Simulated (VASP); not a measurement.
# Al12N in VASP: single point with PBE

Aim: the single point of Al12N with PBE.

Everything below comes from runs of VASP 6.6.1. Logs are shortened: lines on timing, memory, paths and dates and some standing lists are left out, and cuts for length are marked.

## 1. The cell of the first run

The cell holds a slab with vacuum, 13 atoms: a = 5.714 Å, b = 5.714 Å, c = 19.675 Å, α = 90.00°, β = 90.00°, γ = 90.00°.

## 2. Single point, PBE

Input file INCAR:

```
ALGO = Normal ; DIPOL = 0.5 0.5 0.322
EDIFF = 1E-6 ; ENCUT = 520
GGA = PE ; IDIPOL = 3
ISIF = 2 ; ISMEAR = 0
LASPH = True ; LCHARG = False
LDIPOL = True ; LREAL = False
LWAVE = False ; NBANDS = 32
NELM = 80 ; PREC = Accurate
SIGMA = 0.1
```

Input file KPOINTS:

```
k-points
0
Gamma
  5 5 1
```

Input file POSCAR:

```
Al12N
1.0
    5.7143028096      0.0000000000      0.0000000000
    0.0000000000      5.7143028096      0.0000000000
    0.0000000000      0.0000000000     19.6750228481
Al N
12 1
Direct
    0.2500000000      0.2500000000      0.2033034488
    0.2500000000      0.7500000000      0.2033034488
    0.7500000000      0.2500000000      0.2033034488
    0.7500000000      0.7500000000      0.2033034488
    0.0000000000      0.0000000000      0.3092772432
    0.0000000000      0.5000000000      0.3092772432
    0.5000000000      0.0000000000      0.3092772432
    0.5000000000      0.5000000000      0.3092772432
    0.2500000000      0.2500000000      0.4155025847
    0.2500000000      0.7500000000      0.4155025847
    0.7500000000      0.2500000000      0.4155025847
    0.7500000000      0.7500000000      0.4155025847
    0.4166666667      0.4166666667      0.4693628652
```

Potentials or basis: VASP PAW PBE potentials, release 64 (Al, N).

On the command line:

```sh
$ cat potpaw_PBE.64/Al/POTCAR potpaw_PBE.64/N/POTCAR > POTCAR
$ mpirun -np 1 vasp_std > vasp.out
```

OUTCAR:

```text
EDIFF = 1E-6
   ENCUT = 520
   GGA = PE
   ISIF = 2
   ISMEAR = 0
   LASPH = True
   LREAL = False
   NELM = 80
   PREC = Accurate

 ion  position               nearest neighbor table
   1  0.250  0.250  0.203-   2 2.86   3 2.86   2 2.86   3 2.86   7 2.90   8 2.90   5 2.90   6 2.90

   2  0.250  0.750  0.203-   1 2.86   4 2.86   1 2.86   4 2.86   7 2.90   8 2.90   5 2.90   6 2.90

   3  0.750  0.250  0.203-   1 2.86   4 2.86   4 2.86   1 2.86   7 2.90   8 2.90   5 2.90   6 2.90
[... 4 lines left out ...]
                            11 2.91  12 2.91   9 2.91  10 2.91
   6  0.000  0.500  0.309-   5 2.86   8 2.86   5 2.86   8 2.86   1 2.90   2 2.90   3 2.90   4 2.90
                            11 2.91  12 2.91   9 2.91  10 2.91
   7  0.500  0.000  0.309-   5 2.86   8 2.86   8 2.86   5 2.86   1 2.90   2 2.90   3 2.90   4 2.90
                            11 2.91  12 2.91   9 2.91  10 2.91
   8  0.500  0.500  0.309-   6 2.86   7 2.86   7 2.86   6 2.86   1 2.90   2 2.90   3 2.90   4 2.90
                            11 2.91  12 2.91   9 2.91  10 2.91
   9  0.250  0.250  0.416-  13 1.71  11 2.86  10 2.86  10 2.86  11 2.86   6 2.91   7 2.91   8 2.91
                             5 2.91
  10  0.250  0.750  0.416-  13 2.38  12 2.86   9 2.86   9 2.86  12 2.86   6 2.91   7 2.91   8 2.91
                             5 2.91
  11  0.750  0.250  0.416-  13 2.38  12 2.86   9 2.86  12 2.86   9 2.86   6 2.91   7 2.91   8 2.91
                             5 2.91
  12  0.750  0.750  0.416-  10 2.86  11 2.86  11 2.86  10 2.86   5 2.91   6 2.91   7 2.91   8 2.91

  13  0.417  0.417  0.469-   9 1.71  10 2.38  11 2.38

  LATTYP: Found a simple tetragonal cell.
 ALAT       =     5.7143028096
 C/A-ratio  =     3.4431186977

  Lattice vectors:

 A1 = (   5.7143028096,   0.0000000000,   0.0000000000)
 A2 = (   0.0000000000,   5.7143028096,   0.0000000000)
 A3 = (   0.0000000000,   0.0000000000,  19.6750228481)

Analysis of symmetry for initial positions (statically):
=====================================================================
 Subroutine PRICEL returns:
 Original cell was already a primitive cell.

 Routine SETGRP: Setting up the symmetry group for a
 simple tetragonal supercell.

 Subroutine GETGRP returns: Found  2 space group operations
 (whereof  2 operations were pure point group operations)
 out of a pool of 16 trial point group operations.

The static configuration has the point symmetry C_1h.

Analysis of symmetry for dynamics (positions and initial velocities):
=====================================================================
 Subroutine PRICEL returns:
 Original cell was already a primitive cell.

 Routine SETGRP: Setting up the symmetry group for a
 simple tetragonal supercell.

 Subroutine GETGRP returns: Found  2 space group operations
 (whereof  2 operations were pure point group operations)
 out of a pool of 16 trial point group operations.

The dynamic configuration has the point symmetry C_1h.

 Subroutine INISYM returns: Found  2 space group operations
 (whereof  2 operations are pure point group operations),
 and found     1 'primitive' translations

----------------------------------------------------------------------------------------

                                     Primitive cell

  volume of cell :     642.4536

  direct lattice vectors                    reciprocal lattice vectors
     5.714302810  0.000000000  0.000000000     0.174999476  0.000000000  0.000000000
     0.000000000  5.714302810  0.000000000     0.000000000  0.174999476  0.000000000
     0.000000000  0.000000000 19.675022848     0.000000000  0.000000000  0.050825862

  length of vectors
     5.714302810  5.714302810 19.675022848     0.174999476  0.174999476  0.050825862

  position of ions in fractional coordinates (direct lattice)
     0.250000000  0.250000000  0.203303449
     0.250000000  0.750000000  0.203303449
     0.750000000  0.250000000  0.203303449
     0.750000000  0.750000000  0.203303449
     0.000000000  0.000000000  0.309277243
     0.000000000  0.500000000  0.309277243
     0.500000000  0.000000000  0.309277243
     0.500000000  0.500000000  0.309277243
     0.250000000  0.250000000  0.415502585
     0.250000000  0.750000000  0.415502585
     0.750000000  0.250000000  0.415502585
     0.750000000  0.750000000  0.415502585
     0.416666667  0.416666667  0.469362865
[... 36 lines left out ...]
     0.000000000  0.000000000  0.000000000

 Subroutine IBZKPT returns following result:
 ===========================================

 Found      9 irreducible k-points:

 Following reciprocal coordinates:
            Coordinates               Weight
  0.000000  0.000000  0.000000      1.000000
  0.200000  0.000000  0.000000      4.000000
  0.400000  0.000000  0.000000      4.000000
  0.200000  0.200000  0.000000      2.000000
 -0.200000  0.200000  0.000000      2.000000
  0.400000  0.200000  0.000000      4.000000
 -0.200000  0.400000  0.000000      4.000000
  0.400000  0.400000  0.000000      2.000000
 -0.400000  0.400000  0.000000      2.000000
   k-points           NKPTS =      9   k-points in BZ     NKDIM =      9   number of bands    NBANDS=     32
   number of dos      NEDOS =    301   number of ions     NIONS =     13
   total plane-waves  NPLWV = 264600
   dimension x,y,z NGX =    42 NGY =   42 NGZ =  150
   dimension x,y,z NGXF=    84 NGYF=   84 NGZF=  300
   ions per type =              12   1
   NGX,Y,Z   is equivalent  to a cutoff of  12.22, 12.22, 12.67 a.u.
   NGXF,Y,Z  is equivalent  to a cutoff of  24.44, 24.44, 25.35 a.u.
 SYSTEM =  unknown system
   PREC   = accura    normal or accurate (medium, high low for compatibility)
   ISTART =      0    job   : 0-new  1-cont  2-samecut
   ICHARG =      2    charge: 1-file 2-atom 10-const
   ISPIN  =      1    spin polarized calculation?
   LNONCOLLINEAR =      F non collinear calculations
   LSORBIT =      F    spin-orbit coupling
   LASPH  =      T    aspherical Exc in radial PAW
   ENCUT  =  520.0 eV  38.22 Ry    6.18 a.u.  10.62 10.62 36.58*2*pi/ulx,y,z
   NELM   =     80;   NELMIN=  2; NELMDL= -5     # of ELM steps
   EDIFF  = 0.1E-05   stopping-criterion for ELM
   LREAL  =      F    real-space projection
   EDIFFG = 0.1E-04   stopping-criterion for IOM
   NSW    =      0    number of steps for IOM
   IBRION =     -1    ionic relax: 0-MD 1-quasi-New 2-CG
   NFREE  =      0    steps in history (QN), initial steepest desc. (CG)
   ISIF   =      2    stress and relaxation
   ISYM   =      2    0-nonsym 1-usesym 2-fastsym
   POTIM  = 0.5000    time-step for ionic-motion
   TEBEG  =    0.0;   TEEND  =   0.0 temperature during run
   PSTRESS=    0.0 pullay stress
   NELECT =      41.0000    total number of electrons
   NUPDOWN=      -1.0000    fix difference up-down
   EMIN   =  10.00;   EMAX   =-10.00  energy-range for DOS
   EFERMI =   0.00;   METHOD = LEGACY
   ISMEAR =     0;   SIGMA  =   0.10  broadening in eV -4-tet -1-fermi 0-gaus
   EFERMI_NEDOS =   21; number of points for ismear=-14 and -15
   IALGO  =     38    algorithm
   IMIX   =      4    mixing-type and parameters
     AMIX     =   0.40;   BMIX     =  1.00
     AMIX_MAG =   1.60;   BMIX_MAG =  1.00
  volume/ion in A,a.u.               =      49.42       333.50
  Fermi-wavevector in a.u.,A,eV,Ry     =   0.654218  1.236292  5.823302  0.428001
  Thomas-Fermi vector in A             =   1.724706
   LORBIT       =      0    0 simple, 1 ext, 2 COOP (PROOUT), +10 PAW based schemes
   GGA     = PE    functional components
   LHFCALC =     F    Hartree Fock is set to
   AEXX    =    0.0000 exact exchange contribution
   IVDW    =     0    specifies the selected vdW correction
   LEPSILON=     F    determine dielectric tensor
   LRPA    =     F    only Hartree local field effects (RPA)
 non-spin polarized calculation
 Gauss-broadening in eV      SIGMA  =   0.10
  energy-cutoff  :      520.00
  volume of cell :      642.45
 maximum number of plane-waves:     17320
   NGX = 21   NGY = 21   NGZ = 73

 dipolmoment           0.000000      0.000000     -0.144639 electrons x Angstroem

 number of electron      40.9999999 magnetization

 dipolmoment           0.000000      0.000000      0.157272 electrons x Angstroem

 Free energy of the ion-electron system (eV)
  ---------------------------------------------------
  ext. energy  EPLUGINS =         0.00000000
  ---------------------------------------------------
  free energy    TOTEN  =       -48.43615017 eV

  energy without entropy =      -48.40027254  energy(sigma->0) =      -48.41821136

 E-fermi :  -0.6528     XC(G=0):  -4.2719

 val. band max:       -0.6617321811   @ k =  -0.4000   0.4000   0.0000
 cond. band min:      -0.6509431515   @ k =  -0.2000   0.2000   0.0000
 fundamental gap:      0.0107890296
 Fermi energy:        -0.6527762255

 k-point     1 :       0.0000    0.0000    0.0000
  band No.  band energies     occupation
      1     -14.1791      2.00000
      2     -10.6895      2.00000
      3      -8.4282      2.00000
      4      -6.5165      2.00000
      5      -6.4780      2.00000
      6      -6.3284      2.00000
[... 304 lines left out ...]
     31       2.1284      0.00000
     32       2.5612      0.00000

------------------------ aborting loop because EDIFF is reached ----------------------------------------

 vacuum level on the upper side and lower side of the slab       (xc-potential included)         0.401        -0.446

  FORCE on cell =-STRESS in cart. coord.  units (eV):
  Direction    XX          YY          ZZ          XY          YZ          ZX
  --------------------------------------------------------------------------------------
  -------------------------------------------------------------------------------------
  Total       -9.0991897     -9.0991897      0.1508644      3.6765423      1.9017418      1.9017415
  in kB      -22.6919363    -22.6919363      0.3762318      9.1687134      4.7426424      4.7426418
  external PRESSURE =     -15.0025470 kB  Pullay stress =       0.0000000 kB

 VOLUME and BASIS-vectors are now :
 -----------------------------------------------------------------------------
  energy-cutoff  :      520.00
  volume of cell :      642.45
      direct lattice vectors                 reciprocal lattice vectors
     5.714302810  0.000000000  0.000000000     0.174999476  0.000000000  0.000000000
     0.000000000  5.714302810  0.000000000     0.000000000  0.174999476  0.000000000
     0.000000000  0.000000000 19.675022848     0.000000000  0.000000000  0.050825862

 POSITION                                       TOTAL-FORCE (eV/Angst)
 -----------------------------------------------------------------------------------
      1.42858      1.42858      4.00000        -0.051596     -0.051596      0.049841
      1.42858      4.28573      4.00000         0.040096      0.093527      0.018463
      4.28573      1.42858      4.00000         0.093527      0.040096      0.018463
      4.28573      4.28573      4.00000        -0.031657     -0.031657      0.017588
      0.00000      0.00000      6.08504        -0.029271     -0.029271     -0.175764
      0.00000      2.85715      6.08504        -0.084507      0.091521      0.038217
      2.85715      0.00000      6.08504         0.091521     -0.084507      0.038217
      2.85715      2.85715      6.08504         0.096465      0.096465     -0.169958
      1.42858      1.42858      8.17502        -1.721226     -1.721226     -1.190639
      1.42858      4.28573      8.17502         0.380241     -1.007001      0.644118
      4.28573      1.42858      8.17502        -1.007001      0.380241      0.644118
      4.28573      4.28573      8.17502         0.083916      0.083916      0.027312
      2.38096      2.38096      9.23473         2.139493      2.139493      0.040025
 -----------------------------------------------------------------------------------
    total drift:                               -0.000086     -0.000086     -0.000099

  FREE ENERGIE OF THE ION-ELECTRON SYSTEM (eV)
  ---------------------------------------------------
  free  energy   TOTEN  =       -48.4361501697 eV

  energy  without entropy=      -48.4002725434  energy(sigma->0) =      -48.41821136

 vacuum level on the upper side and lower side of the slab         4.539         3.667
```

Wall time 7.3 min (1 thread of Intel Xeon Platinum 8488C (Sapphire Rapids), shared host); peak memory 0.62 GiB.

Results:

```yaml
Free_energy: -48.4362 eV
Largest_force: 3.026 eV/Å
```

Forces in eV/Å, atoms in the order of the input:
```
Al  -0.052 -0.052  0.050
Al   0.040  0.094  0.018
Al   0.094  0.040  0.018
Al  -0.032 -0.032  0.018
Al  -0.029 -0.029 -0.176
Al  -0.085  0.092  0.038
Al   0.092 -0.085  0.038
Al   0.096  0.096 -0.170
Al  -1.721 -1.721 -1.191
Al   0.380 -1.007  0.644
Al  -1.007  0.380  0.644
Al   0.084  0.084  0.027
N    2.139  2.139  0.040
```
